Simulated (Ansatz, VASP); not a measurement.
**One calculation of Pb, two programs**

INCAR

```
SYSTEM = Pb
PREC = Accurate
ENCUT = 600
EDIFF = 1E-6
ISMEAR = -1
SIGMA = 0.05
LREAL = .FALSE.
LASPH = .TRUE.
NELM = 100
ALGO = Normal
ISIF = 3
LWAVE = .FALSE.
LCHARG = .FALSE.
GGA = RE
IVDW = 12
IBRION = 2
NSW = 60
EDIFFG = -0.01
```

KPOINTS

```
regular mesh
0
G
  9 9 9
  0 0 0
```

POSCAR

```
Pb
1.0
    0.0000000000      2.4750200000      2.4750200000
    2.4750200000      0.0000000000      2.4750200000
    2.4750200000      2.4750200000      0.0000000000
Pb
1
Direct
    0.0000000000      0.0000000000      0.0000000000
```

The input input.yaml:

```yaml
crystal:
  lattice:
    - [0.0, 2.47502, 2.47502]
    - [2.47502, 0.0, 2.47502]
    - [2.47502, 2.47502, 0.0]
  atoms:
    - { symbol: Pb, position: [0.0, 0.0, 0.0] }
hamiltonian:
  xc: revpbe
  pseudopotentials: { kind: paw }
  dispersion: d3bj
kpoints:
  mp_grid: { grid: [9, 9, 9] }
scf:
  occupations: { method: fermi_dirac, width: 0.05 }
output:
  forces: true
  stress: true
relax:
  f_tol: 0.01
  max_steps: 40
  cell: { stress_tol: 0.05 }
```

Alike in both runs: task relaxation of cell and atoms; functional revPBE; dispersion D3(BJ); k mesh 9 × 9 × 9; occupations fermi-dirac, width 0.05 eV; no spin polarisation.

```csv
,VASP,Ansatz
version,VASP 6.6.1,Ansatz 0.2.0
potentials or method,"VASP PAW PBE potentials, release 64 (Pb_d)",Ansatz PAW
plane-wave cutoff (eV),600,420
valence electrons in the cell,14,14
```

Ansatz gave:

```
relaxed volume (Å³/atom)                                     : 29.92
relaxed cell length with the largest relative difference (Å) : 3.485
```

Problem. Which values does VASP return?

Solution. Relaxed volume (Å³/atom): 29.95; relaxed cell length with the largest relative difference (Å): 3.486.

VASP's potentials were made for PBE, not for revPBE.

Spin-orbit coupling is off throughout. Noted on Ansatz's run: the plane-wave basis is chosen anew once the cell has moved, so the energies of steps on either side of that aren't comparable.
